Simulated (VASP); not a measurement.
The system is V.

```
V
1.0
     2.50562    0.00000    0.00000
     0.00000    2.50562    0.00000
     0.00000    0.00000    2.56724
V
1
Direct
  0.00000 0.00000 0.00000
```

```yaml
Program: VASP 6.6.1
Task: relaxation of cell and atoms
Functional: PBE
Potentials_or_basis: VASP PAW PBE potentials, release 64 (V_sv)
Cutoff: 600 eV
k_mesh: 6 × 6 × 6
Occupations: gaussian, width 0.1 eV
Spin: no spin polarisation
```

At the start: pressure -9.6 GPa; volume 16.12 Å³/atom.

Task: How do energy, volume and symmetry change on relaxing?

Result: Over 5 steps the energy falls by 44.1 meV/atom and the volume is 14.84 Å³/atom (-8.0 %); space group Pm-3m (No. 221, to 0.05 Å).

The path:
```
step  energy change (eV)  largest force (eV/Å)  pressure (GPa)  volume (Å³)
   1              0.0000                0.0000           -9.64        16.12
   2             -0.0164                0.0000           10.32        13.96
   3             -0.0429                0.0000            0.21        14.85
   4             -0.0429                0.0000            0.46        14.82
   5             -0.0441                0.0000            0.28        14.84
```

Final structure:
```yaml
crystal:
  lattice:
    - [2.45729, 0.00000, 0.00000]
    - [0.00000, 2.45729, 0.00000]
    - [0.00000, 0.00000, 2.45692]
  atoms:
    - { symbol: V, position: [0.00000, 0.00000, 0.00000] }
```

Caveat: the k points lie up to 0.43 Å⁻¹ apart in the final cell.
